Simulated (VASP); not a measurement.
# Br (Fm-3m) in VASP: single point with LDA

Aim: the single point of Br with LDA.

All numbers are computed with VASP 6.6.1; they aren't measurements. Logs are shortened: lines on timing, memory, paths and dates and some standing lists are left out, and cuts for length are marked.

**1. The cell of the first run**

It takes space group Fm-3m (No. 225, cubic). The conventional cell has a = 4.519 Å, b = 4.519 Å, c = 4.519 Å, α = 90.00°, β = 90.00°, γ = 90.00°. Within 4.2 Å of Br (site symmetry m-3m) lie 12 Br at 3.20 Å.

**2. Single point, LDA**

INCAR reads:

```
SYSTEM = Br
PREC = Accurate
ENCUT = 520
EDIFF = 1E-6
ISMEAR = -1
SIGMA = 0.13605693000000002
LREAL = .FALSE.
LASPH = .TRUE.
NELM = 80
ALGO = Normal
ISIF = 2
LWAVE = .FALSE.
LCHARG = .FALSE.
GGA = CA
NBANDS = 10
```

KPOINTS reads:

```
regular mesh
0
G
  13 13 13
  0 0 0
```

POSCAR reads:

```
Br
1.0
    0.0000000000      2.2594989361      2.2594989361
    2.2594989361      0.0000000000      2.2594989361
    2.2594989361      2.2594989361      0.0000000000
Br
1
Direct
    0.0000000000      0.0000000000      0.0000000000
```

Potentials or basis: VASP PAW LDA potentials, release 64 (Br).

Command:

```bash
$ cat potpaw_LDA.64/Br/POTCAR > POTCAR
$ mpirun -np 1 vasp_std > vasp.out
```

OUTCAR:

```text
SYSTEM = Br
   PREC = Accurate
   ENCUT = 520
   EDIFF = 1E-6
   ISMEAR = -1
   LREAL = .FALSE.
   LASPH = .TRUE.
   NELM = 80
   ISIF = 2
   GGA = CA

 ion  position               nearest neighbor table
   1  0.000  0.000  0.000-

  LATTYP: Found a face centered cubic cell.
 ALAT       =     4.5189978722

  Lattice vectors:

 A1 = (   0.0000000000,   2.2594989361,   2.2594989361)
 A2 = (   2.2594989361,   0.0000000000,   2.2594989361)
 A3 = (   2.2594989361,   2.2594989361,   0.0000000000)

Analysis of symmetry for initial positions (statically):
[... 33 lines left out ...]
                                     Primitive cell

  volume of cell :      23.0710

  direct lattice vectors                    reciprocal lattice vectors
     0.000000000  2.259498936  2.259498936    -0.221288000  0.221288000  0.221288000
     2.259498936  0.000000000  2.259498936     0.221288000 -0.221288000  0.221288000
     2.259498936  2.259498936  0.000000000     0.221288000  0.221288000 -0.221288000

  length of vectors
     3.195414040  3.195414040  3.195414040     0.383282059  0.383282059  0.383282059

  position of ions in fractional coordinates (direct lattice)
     0.000000000  0.000000000  0.000000000

  ion indices of the primitive-cell ions
   primitive index   ion index
                 1           1

----------------------------------------------------------------------------------------

 KPOINTS: regular mesh

Automatic generation of k-mesh.
 Grid dimensions read from file:
 generate k-points for:   13   13   13

 Generating k-lattice:

  Cartesian coordinates                     Fractional coordinates (reciprocal lattice)
    -0.017022154  0.017022154  0.017022154     0.076923077  0.000000000  0.000000000
     0.017022154 -0.017022154  0.017022154     0.000000000  0.076923077  0.000000000
     0.017022154  0.017022154 -0.017022154     0.000000000  0.000000000  0.076923077

  Length of vectors
     0.029483235  0.029483235  0.029483235

  Shift w.r.t. Gamma in fractional coordinates (k-lattice)
     0.000000000  0.000000000  0.000000000

 Subroutine IBZKPT returns following result:
 ===========================================

 Found     84 irreducible k-points:

 Following reciprocal coordinates:
            Coordinates               Weight
  0.000000  0.000000  0.000000      1.000000
  0.076923  0.000000  0.000000      8.000000
  0.153846  0.000000  0.000000      8.000000
  0.230769  0.000000  0.000000      8.000000
  0.307692  0.000000  0.000000      8.000000
  0.384615  0.000000  0.000000      8.000000
[... 39 lines left out ...]
   EDIFFG = 0.1E-04   stopping-criterion for IOM
   NSW    =      0    number of steps for IOM
   IBRION =     -1    ionic relax: 0-MD 1-quasi-New 2-CG
   NFREE  =      0    steps in history (QN), initial steepest desc. (CG)
   ISIF   =      2    stress and relaxation
   ISYM   =      2    0-nonsym 1-usesym 2-fastsym
   POTIM  = 0.5000    time-step for ionic-motion
   TEBEG  =    0.0;   TEEND  =   0.0 temperature during run
   PSTRESS=    0.0 pullay stress
   NELECT =       7.0000    total number of electrons
   NUPDOWN=      -1.0000    fix difference up-down
   EMIN   =  10.00;   EMAX   =-10.00  energy-range for DOS
   EFERMI =   0.00;   METHOD = LEGACY
   ISMEAR =    -1;   SIGMA  =   0.14  broadening in eV -4-tet -1-fermi 0-gaus
   EFERMI_NEDOS =   21; number of points for ismear=-14 and -15
   IALGO  =     38    algorithm
   IMIX   =      4    mixing-type and parameters
     AMIX     =   0.40;   BMIX     =  1.00
     AMIX_MAG =   1.60;   BMIX_MAG =  1.00
  volume/ion in A,a.u.               =      23.07       155.69
  Fermi-wavevector in a.u.,A,eV,Ry     =   1.100066  2.078823 16.465022  1.210145
  Thomas-Fermi vector in A             =   2.236471
   LORBIT       =      0    0 simple, 1 ext, 2 COOP (PROOUT), +10 PAW based schemes
   GGA     = CA    functional components
   LHFCALC =     F    Hartree Fock is set to
   AEXX    =    0.0000 exact exchange contribution
   IVDW    =     0    specifies the selected vdW correction
   LEPSILON=     F    determine dielectric tensor
   LRPA    =     F    only Hartree local field effects (RPA)
 non-spin polarized calculation
  energy-cutoff  :      520.00
  volume of cell :       23.07
 maximum number of plane-waves:       632
   NGX = 11   NGY = 11   NGZ = 11

 number of electron       7.0000002 magnetization

 Free energy of the ion-electron system (eV)
  ---------------------------------------------------
  ext. energy  EPLUGINS =         0.00000000
  ---------------------------------------------------
  free energy    TOTEN  =        -1.66744487 eV

  energy without entropy =       -1.58730592  energy(sigma->0) =       -1.62737539

 E-fermi :   3.0715     XC(G=0): -10.2625

 val. band max:        3.0426546507   @ k =   0.3077   0.1538   0.0000
 cond. band min:       3.0804355450   @ k =   0.4615   0.0769   0.0000
 fundamental gap:      0.0377808943
 Fermi energy:         3.0714506336

 k-point     1 :       0.0000    0.0000    0.0000
  band No.  band energies     occupation
      1     -13.1213      2.00000
      2       4.2039      0.00049
      3       4.2039      0.00049
      4       4.2039      0.00049
      5      11.6427      0.00000
      6      15.5737      0.00000
      7      15.5737      0.00000
      8      15.5737      0.00000
      9      19.6840      0.00000
     10      20.3387      0.00000
[... 287 lines left out ...]
 k-point    24 :       0.4615    0.1538    0.0000
  band No.  band energies     occupation
      1     -11.2344      2.00000
      2      -1.7796      2.00000
      3       2.2714      1.99443
      4       2.9187      1.50903
      5      12.0400      0.00000
      6      13.9028      0.00000
      7      16.3687      0.00000
      8      17.5680      0.00000
      9      21.5578      0.00000
     10      24.3688      0.00000

 [... further k-points ...]

------------------------ aborting loop because EDIFF is reached ----------------------------------------

  FORCE on cell =-STRESS in cart. coord.  units (eV):
  Direction    XX          YY          ZZ          XY          YZ          ZX
  --------------------------------------------------------------------------------------
  -------------------------------------------------------------------------------------
  Total        0.0042820      0.0042820      0.0042820      0.0000000      0.0000000     -0.0000000
  in kB        0.2973625      0.2973625      0.2973625      0.0000000      0.0000000     -0.0000000
  external PRESSURE =       0.2973625 kB  Pullay stress =       0.0000000 kB

 VOLUME and BASIS-vectors are now :
 -----------------------------------------------------------------------------
  energy-cutoff  :      520.00
  volume of cell :       23.07
      direct lattice vectors                 reciprocal lattice vectors
     0.000000000  2.259498936  2.259498936    -0.221288000  0.221288000  0.221288000
     2.259498936  0.000000000  2.259498936     0.221288000 -0.221288000  0.221288000
     2.259498936  2.259498936  0.000000000     0.221288000  0.221288000 -0.221288000

 POSITION                                       TOTAL-FORCE (eV/Angst)
 -----------------------------------------------------------------------------------
      0.00000      0.00000      0.00000         0.000000      0.000000      0.000000
 -----------------------------------------------------------------------------------
    total drift:                                0.000000      0.000000      0.000000

  FREE ENERGIE OF THE ION-ELECTRON SYSTEM (eV)
  ---------------------------------------------------
  free  energy   TOTEN  =        -1.6674448692 eV

  energy  without entropy=       -1.5873059155  energy(sigma->0) =       -1.62737539
```

OSZICAR:

```text
N       E                     dE             d eps       ncg     rms          rms(c)
DAV:   1     0.190698307933E+02    0.19070E+02   -0.30509E+03  1696   0.552E+02
DAV:   2    -0.978179368309E+00   -0.20048E+02   -0.19528E+02  2214   0.971E+01
DAV:   3    -0.166761622237E+01   -0.68944E+00   -0.66513E+00  2048   0.161E+01
DAV:   4    -0.166950604924E+01   -0.18898E-02   -0.18893E-02  1988   0.103E+00
DAV:   5    -0.166951057411E+01   -0.45249E-05   -0.45249E-05  1988   0.503E-02    0.502E+00
DAV:   6    -0.166778706326E+01    0.17235E-02   -0.24693E-03  1896   0.231E-01    0.306E+00
DAV:   7    -0.166752071296E+01    0.26635E-03   -0.32273E-03  1850   0.269E-01    0.778E-02
DAV:   8    -0.166744446427E+01    0.76249E-04   -0.27857E-04  1822   0.794E-02    0.655E-03
DAV:   9    -0.166744486919E+01   -0.40493E-06   -0.36446E-06  1964   0.137E-02
   1 F= -.16674449E+01 E0= -.16273754E+01  d E =-.801390E-01
```

stdout:

```text
POSCAR found type information on POSCAR Br
 POSCAR found :  1 types and       1 ions
 scaLAPACK will be used
 LDA part: xc-table for (Slater(with rela. corr.)+CA(PZ))
 , standard interpolation
 POSCAR, INCAR and KPOINTS ok, starting setup
 FFT: planning ... GRIDC
 FFT: planning ... GRID_SOFT
 FFT: planning ... GRID
 WAVECAR not read
 entering main loop
```

Run time: 6.1 s. Hardware: 1 thread of Intel Xeon 6975P-C, shared host; peak memory 0.14 GiB.

What came out:

- Free energy: -1.6674 eV
- Pressure: 0.0 GPa

Caveat: an odd number of electrons without spin polarisation forces a metal; a magnetic or distorted state may lie lower.
